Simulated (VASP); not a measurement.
# YS3 (I4/mmm) in VASP: notebook

Runs on YS3. Level: PBE. Tasks: single point, relaxation of cell and atoms.

All numbers are computed with VASP 6.6.1; they aren't measurements. Logs are shortened: lines on timing, memory, paths and dates and some standing lists are left out, and cuts for length are marked.

### Step 1. The cell of the first run

Symmetry: I4/mmm, No. 139, tetragonal system. Conventional cell: a = 3.739 Å, b = 3.739 Å, c = 11.382 Å, α = 90.00°, β = 90.00°, γ = 90.00°. Y (site symmetry 4/mmm) has 12 S at 2.64 to 3.40 Å within 3.5 Å. Within 3.5 Å of S (site symmetry 4/mmm) lie 4 Y at 2.64 Å and 8 S at 3.40 Å. Within 3.5 Å of S (site symmetry -4m2) lie 8 S at 2.64 to 3.40 Å and 4 Y at 3.40 Å.

### Step 2. Single point, PBE

INCAR reads:

```
ALGO     = Normal         # electronic algorithm
EDIFF    = 1E-7           # SCF threshold, eV
ENCUT    = 520            # plane-wave cutoff, eV
GGA      = PE             # functional
ISIF     = 2              # what is computed and relaxed
ISMEAR   = 0              # smearing method
LASPH    = True           # aspherical terms in the spheres
LCHARG   = False          # write CHGCAR
LREAL    = False          # projectors in reciprocal space
LWAVE    = False          # write WAVECAR
NBANDS   = 22             # bands
NELM     = 60             # most SCF steps
PREC     = Accurate       # precision mode
SIGMA    = 0.1            # smearing width, eV
```

KPOINTS reads:

```
k-points
0
Gamma
  6 6 6
```

POSCAR reads:

```
YS3
1.0
   -1.8696511783      1.8696511783      5.6908019242
    1.8696511783     -1.8696511783      5.6908019242
    1.8696511783      1.8696511783     -5.6908019242
Y S
1 3
Direct
    0.0000000000      0.0000000000      0.0000000000
    0.5000000000      0.5000000000      0.0000000000
    0.2500000000      0.7500000000      0.5000000000
    0.7500000000      0.2500000000      0.5000000000
```

Potentials or basis: VASP PAW PBE potentials, release 64 (Y_sv, S).

Run with:

```bash
$ cat potpaw_PBE.64/Y_sv/POTCAR potpaw_PBE.64/S/POTCAR > POTCAR
$ mpirun -np 1 vasp_std > vasp.out
```

OUTCAR:

```text
EDIFF = 1E-7
   ENCUT = 520
   GGA = PE
   ISIF = 2
   ISMEAR = 0
   LASPH = True
   LREAL = False
   NELM = 60
   PREC = Accurate

 ion  position               nearest neighbor table
   1  0.000  0.000  0.000-   2 2.64   2 2.64   2 2.64   2 2.64   4 3.40   3 3.40   4 3.40   3 3.40
                             4 3.40   4 3.40   3 3.40   3 3.40
   2  0.500  0.500  0.000-   1 2.64   1 2.64   1 2.64   1 2.64
   3  0.250  0.750  0.500-   4 2.64   4 2.64   4 2.64   4 2.64   1 3.40   1 3.40   1 3.40   1 3.40

   4  0.750  0.250  0.500-   3 2.64   3 2.64   3 2.64   3 2.64   1 3.40   1 3.40   1 3.40   1 3.40

  LATTYP: Found a body centered tetragonal cell.
 ALAT       =     3.7393023566
 C/A-ratio  =     3.0437773582

  Lattice vectors:

 A1 = (  -1.8696511783,   1.8696511783,   5.6908019242)
 A2 = (   1.8696511783,  -1.8696511783,   5.6908019242)
 A3 = (   1.8696511783,   1.8696511783,  -5.6908019242)

Analysis of symmetry for initial positions (statically):
=====================================================================
 Subroutine PRICEL returns:
 Original cell was already a primitive cell.

 Routine SETGRP: Setting up the symmetry group for a
 body centered tetragonal supercell.

 Subroutine GETGRP returns: Found 16 space group operations
 (whereof 16 operations were pure point group operations)
 out of a pool of 16 trial point group operations.

The static configuration has the point symmetry D_4h.

Analysis of symmetry for dynamics (positions and initial velocities):
=====================================================================
 Subroutine PRICEL returns:
 Original cell was already a primitive cell.

 Routine SETGRP: Setting up the symmetry group for a
 body centered tetragonal supercell.

 Subroutine GETGRP returns: Found 16 space group operations
 (whereof 16 operations were pure point group operations)
 out of a pool of 16 trial point group operations.

The dynamic configuration has the point symmetry D_4h.

 Subroutine INISYM returns: Found 16 space group operations
 (whereof 16 operations are pure point group operations),
 and found     1 'primitive' translations

----------------------------------------------------------------------------------------

                                     Primitive cell

  volume of cell :      79.5710

  direct lattice vectors                    reciprocal lattice vectors
    -1.869651178  1.869651178  5.690801924     0.000000000  0.267429564  0.087861079
     1.869651178 -1.869651178  5.690801924     0.267429564  0.000000000  0.087861079
     1.869651178  1.869651178 -5.690801924     0.267429564  0.267429564  0.000000000

  length of vectors
     6.275063155  6.275063155  6.275063155     0.281492702  0.281492702  0.378202517

  position of ions in fractional coordinates (direct lattice)
     0.000000000  0.000000000  0.000000000
     0.500000000  0.500000000  0.000000000
     0.250000000  0.750000000  0.500000000
     0.750000000  0.250000000  0.500000000

  ion indices of the primitive-cell ions
   primitive index   ion index
                 1           1
                 2           2
                 3           3
                 4           4

----------------------------------------------------------------------------------------

 KPOINTS: k-points

Automatic generation of k-mesh.
 Grid dimensions read from file:
 generate k-points for:    6    6    6

 Generating k-lattice:

  Cartesian coordinates                     Fractional coordinates (reciprocal lattice)
     0.000000000  0.044571594  0.014643513     0.166666667  0.000000000 -0.000000000
     0.044571594  0.000000000  0.014643513     0.000000000  0.166666667 -0.000000000
     0.044571594  0.044571594  0.000000000     0.000000000  0.000000000  0.166666667

  Length of vectors
     0.046915450  0.046915450  0.063033753

  Shift w.r.t. Gamma in fractional coordinates (k-lattice)
     0.000000000  0.000000000  0.000000000

 Subroutine IBZKPT returns following result:
 ===========================================

 Found     30 irreducible k-points:

 Following reciprocal coordinates:
            Coordinates               Weight
  0.000000  0.000000  0.000000      1.000000
  0.166667 -0.000000  0.000000      8.000000
  0.333333 -0.000000  0.000000      8.000000
  0.500000 -0.000000  0.000000      4.000000
  0.166667  0.166667  0.000000      8.000000
  0.333333  0.166667  0.000000     16.000000
[... 16 lines left out ...]
 -0.333333 -0.333333  0.166667      8.000000
 -0.166667 -0.333333  0.166667      8.000000
 [... further k-points ...]
   k-points           NKPTS =     30   k-points in BZ     NKDIM =     30   number of bands    NBANDS=     22
   number of dos      NEDOS =    301   number of ions     NIONS =      4
   total plane-waves  NPLWV = 110592
   dimension x,y,z NGX =    48 NGY =   48 NGZ =   48
   dimension x,y,z NGXF=    96 NGYF=   96 NGZF=   96
   ions per type =               1   3
   NGX,Y,Z   is equivalent  to a cutoff of  12.72, 12.72, 12.72 a.u.
   NGXF,Y,Z  is equivalent  to a cutoff of  25.43, 25.43, 25.43 a.u.
 SYSTEM =  unknown system
   PREC   = accura    normal or accurate (medium, high low for compatibility)
   ISTART =      0    job   : 0-new  1-cont  2-samecut
   ICHARG =      2    charge: 1-file 2-atom 10-const
   ISPIN  =      1    spin polarized calculation?
   LNONCOLLINEAR =      F non collinear calculations
   LSORBIT =      F    spin-orbit coupling
   LASPH  =      T    aspherical Exc in radial PAW
   ENCUT  =  520.0 eV  38.22 Ry    6.18 a.u.  11.67 11.67 11.67*2*pi/ulx,y,z
   NELM   =     60;   NELMIN=  2; NELMDL= -5     # of ELM steps
   EDIFF  = 0.1E-06   stopping-criterion for ELM
   LREAL  =      F    real-space projection
   EDIFFG = 0.1E-05   stopping-criterion for IOM
   NSW    =      0    number of steps for IOM
   IBRION =     -1    ionic relax: 0-MD 1-quasi-New 2-CG
   NFREE  =      0    steps in history (QN), initial steepest desc. (CG)
   ISIF   =      2    stress and relaxation
   ISYM   =      2    0-nonsym 1-usesym 2-fastsym
   POTIM  = 0.5000    time-step for ionic-motion
   TEBEG  =    0.0;   TEEND  =   0.0 temperature during run
   PSTRESS=    0.0 pullay stress
   NELECT =      29.0000    total number of electrons
   NUPDOWN=      -1.0000    fix difference up-down
   EMIN   =  10.00;   EMAX   =-10.00  energy-range for DOS
   EFERMI =   0.00;   METHOD = LEGACY
   ISMEAR =     0;   SIGMA  =   0.10  broadening in eV -4-tet -1-fermi 0-gaus
   EFERMI_NEDOS =   21; number of points for ismear=-14 and -15
   IALGO  =     38    algorithm
   IMIX   =      4    mixing-type and parameters
     AMIX     =   0.40;   BMIX     =  1.00
     AMIX_MAG =   1.60;   BMIX_MAG =  1.00
  volume/ion in A,a.u.               =      19.89       134.24
  Fermi-wavevector in a.u.,A,eV,Ry     =   1.169381  2.209809 18.605306  1.367451
  Thomas-Fermi vector in A             =   2.305854
   LORBIT       =      0    0 simple, 1 ext, 2 COOP (PROOUT), +10 PAW based schemes
   GGA     = PE    functional components
   LHFCALC =     F    Hartree Fock is set to
   AEXX    =    0.0000 exact exchange contribution
   IVDW    =     0    specifies the selected vdW correction
   LEPSILON=     F    determine dielectric tensor
   LRPA    =     F    only Hartree local field effects (RPA)
 non-spin polarized calculation
 Gauss-broadening in eV      SIGMA  =   0.10
  energy-cutoff  :      520.00
  volume of cell :       79.57
 maximum number of plane-waves:      2158
 NGX is ok and might be reduce to    48
   NGX = 23   NGY = 23   NGZ = 23

 number of electron      28.9999998 magnetization

 Free energy of the ion-electron system (eV)
  ---------------------------------------------------
  ext. energy  EPLUGINS =         0.00000000
  ---------------------------------------------------
  free energy    TOTEN  =       -22.12866027 eV

  energy without entropy =      -22.11888758  energy(sigma->0) =      -22.12377392

 E-fermi :   5.0914     XC(G=0): -10.3136

 val. band max:        5.0579711339   @ k =  -0.1667   0.1667   0.1667
 cond. band min:       5.1206313217   @ k =   0.0000   0.0000   0.0000
 fundamental gap:      0.0626601878
 Fermi energy:         5.0913950660

 k-point     1 :       0.0000    0.0000    0.0000
  band No.  band energies     occupation
      1     -37.4805      2.00000
      2     -17.5140      2.00000
      3     -17.3712      2.00000
      4     -17.3712      2.00000
      5      -9.5185      2.00000
      6      -7.2016      2.00000
[... 14 lines left out ...]
     21       8.7216      0.00000
     22       9.6179      0.00000

 k-point     2 :       0.1667   -0.0000    0.0000
  band No.  band energies     occupation
      1     -37.4767      2.00000
      2     -17.5083      2.00000
      3     -17.4537      2.00000
      4     -17.3616      2.00000
      5      -9.2666      2.00000
      6      -7.0045      2.00000
[... 14 lines left out ...]
     21       8.9417      0.00000
     22      10.7521      0.00000

 k-point     3 :       0.3333   -0.0000    0.0000
  band No.  band energies     occupation
      1     -37.4690      2.00000
      2     -17.6125      2.00000
      3     -17.4967      2.00000
      4     -17.3422      2.00000
      5      -8.5505      2.00000
      6      -6.5940      2.00000
[... 14 lines left out ...]
     21      11.4544      0.00000
     22      12.0883      0.00000
[... 476 lines left out ...]
 k-point    23 :      -0.3333   -0.3333    0.1667
  band No.  band energies     occupation
      1     -37.4729      2.00000
      2     -17.5059      2.00000
      3     -17.4539      2.00000
      4     -17.4253      2.00000
      5      -8.9328      2.00000
      6      -7.0327      2.00000
[... 14 lines left out ...]
     21       9.3593      0.00000
     22      11.2830      0.00000

 k-point    24 :      -0.1667   -0.3333    0.1667
  band No.  band energies     occupation
      1     -37.4767      2.00000
      2     -17.5110      2.00000
      3     -17.4537      2.00000
      4     -17.3616      2.00000
      5      -9.1966      2.00000
      6      -7.1197      2.00000
[... 14 lines left out ...]
     21       8.9733      0.00000
     22      10.6165      0.00000

 [... further k-points ...]

------------------------ aborting loop because EDIFF is reached ----------------------------------------

  FORCE on cell =-STRESS in cart. coord.  units (eV):
  Direction    XX          YY          ZZ          XY          YZ          ZX
  --------------------------------------------------------------------------------------
  -------------------------------------------------------------------------------------
  Total       -0.0527807     -0.0527807      0.0862725      0.0000000     -0.0000000      0.0000000
  in kB       -1.0627493     -1.0627493      1.7371138      0.0000000     -0.0000000      0.0000000
  external PRESSURE =      -0.1294616 kB  Pullay stress =       0.0000000 kB

 VOLUME and BASIS-vectors are now :
 -----------------------------------------------------------------------------
  energy-cutoff  :      520.00
  volume of cell :       79.57
      direct lattice vectors                 reciprocal lattice vectors
    -1.869651178  1.869651178  5.690801924     0.000000000  0.267429564  0.087861079
     1.869651178 -1.869651178  5.690801924     0.267429564  0.000000000  0.087861079
     1.869651178  1.869651178 -5.690801924     0.267429564  0.267429564  0.000000000

 POSITION                                       TOTAL-FORCE (eV/Angst)
 -----------------------------------------------------------------------------------
      0.00000      0.00000      0.00000         0.000000      0.000000     -0.000000
      0.00000      0.00000      5.69080         0.000000      0.000000     -0.000000
      1.86965     -0.00000      2.84540         0.000000     -0.000000      0.000000
     -0.00000      1.86965      2.84540        -0.000000      0.000000      0.000000
 -----------------------------------------------------------------------------------
    total drift:                                0.000000     -0.000000      0.000000

  FREE ENERGIE OF THE ION-ELECTRON SYSTEM (eV)
  ---------------------------------------------------
  free  energy   TOTEN  =       -22.1286602709 eV

  energy  without entropy=      -22.1188875772  energy(sigma->0) =      -22.12377392
```

Run time: 2.7 min. Hardware: 1 thread of Oxide Virtual Turin-like, shared host; peak memory 0.31 GiB.

Results:

- Free energy: -22.1287 eV
- Pressure: 0.0 GPa

Levels at points of the mesh, in eV from the Fermi level:
```csv
k point,band 10,band 11,band 12,band 13,band 14,band 15,band 16,band 17,band 18,band 19
"(0.00, 0.00, 0.00)",-3.95,-1.47,-1.47,-1.22,0.03,1.68,2.60,2.67,2.67,2.92
"(0.50, 0.00, 0.00)",-3.39,-2.28,-1.70,-1.64,-1.59,-1.21,-0.07,3.75,3.84,4.44
"(0.50, 0.50, 0.00)",-3.47,-2.60,-2.56,-1.33,-0.59,1.75,2.82,3.73,3.94,3.98
"(0.50, 0.50, 0.50)",-3.94,-1.89,-1.29,-1.29,-0.06,0.06,2.41,2.41,2.62,3.10
```

Caveat: the k points lie up to 0.40 Å⁻¹ apart.

### Step 3. Relaxation of cell and atoms, PBE

This run uses another cell than the first one, of 22.56 Å³/atom, 1.134 times its volume.

INCAR reads:

```
PREC = Accurate
ENCUT = 600
EDIFF = 1E-6
ISMEAR = 0
SIGMA = 0.1
LREAL = F
LASPH = T
NELM = 100
ALGO = Normal
ISIF = 3
LWAVE = F
LCHARG = F
GGA = PE
IBRION = 2
NSW = 90
EDIFFG = -0.04
```

KPOINTS reads:

```
regular mesh
0
Gamma
  6 6 6
```

POSCAR reads:

```
YS3
1.0
   -2.1614626822      2.1614626822      4.8282023551
    2.1614626822     -2.1614626822      4.8282023551
    2.1614626822      2.1614626822     -4.8282023551
Y S
1 3
Direct
    0.0000000000      0.0000000000      0.0000000000
    0.5000000000      0.5000000000      0.0000000000
    0.2500000000      0.7500000000      0.5000000000
    0.7500000000      0.2500000000      0.5000000000
```

Potentials or basis: VASP PAW PBE potentials, release 64 (Y_sv, S).

Run with:

```bash
$ cat potpaw_PBE.64/Y_sv/POTCAR potpaw_PBE.64/S/POTCAR > POTCAR
$ mpirun -np 1 vasp_std > vasp.out
```

It took 19 min on 1 thread of Oxide Virtual Turin-like, shared host; peak memory 0.37 GiB.

Results (log left out):

```yaml
Free_energy: -22.1301 eV
Relaxed_volume: 20.18 Å³/atom
Relaxed_cell: a = 6.390 Å, b = 6.390 Å, c = 6.390 Å, α = 146.12°, β = 146.12°, γ = 48.67°
Space_group_after_relaxing_to_0.05_Å: I4/mmm (No. 139)
Energy_gained_by_relaxing: 288.7 meV/atom
Ionic_steps: 12
Pressure_after_relaxing: 0.0 GPa
```

The path:
```
step  energy change (eV)  largest force (eV/Å)  pressure (GPa)  volume (Å³)
   1              0.0000                0.0000          -11.23        90.23
   2             -0.8106                0.0000            3.77        71.04
   3             -0.8252                0.0000            1.26        72.87
   4             -0.9188                0.0000            1.47        73.17
   5             -1.0732                0.0000            3.92        73.53
   6             -1.1340                0.0000           -0.45        78.05
   7             -1.1343                0.0000           -0.78        78.45
   8             -1.1453                0.0000           -0.57        78.89
   9             -1.1538                0.0000            0.46        79.87
  10             -1.1538                0.0000            0.51        79.90
  11             -1.1545                0.0000           -0.23        81.22
  12             -1.1550                0.0000            0.04        80.73
```

Final structure:
```yaml
crystal:
  lattice:
    - [-1.86179, 1.86179, 5.82233]
    - [1.86179, -1.86179, 5.82233]
    - [1.86179, 1.86179, -5.82233]
  atoms:
    - { symbol: Y, position: [0.00000, 0.00000, 0.00000] }
    - { symbol: S, position: [0.50000, 0.50000, 0.00000] }
    - { symbol: S, position: [0.25000, 0.75000, 0.50000] }
    - { symbol: S, position: [0.75000, 0.25000, 0.50000] }
```

Levels at points of the mesh, in eV from the Fermi level:
```tsv
k point	band 12	band 13	band 14	band 15	band 16	band 17
(0.00, 0.00, 0.00)	-1.42	-1.07	-0.09	1.56	2.62	2.79
(0.50, 0.00, 0.00)	-1.64	-1.60	-1.49	-1.13	-0.19	3.73
(0.50, 0.50, 0.00)	-2.41	-1.31	-0.66	1.69	2.82	4.10
(0.50, 0.50, 0.50)	-1.27	-1.27	-0.09	0.20	2.56	2.56
```
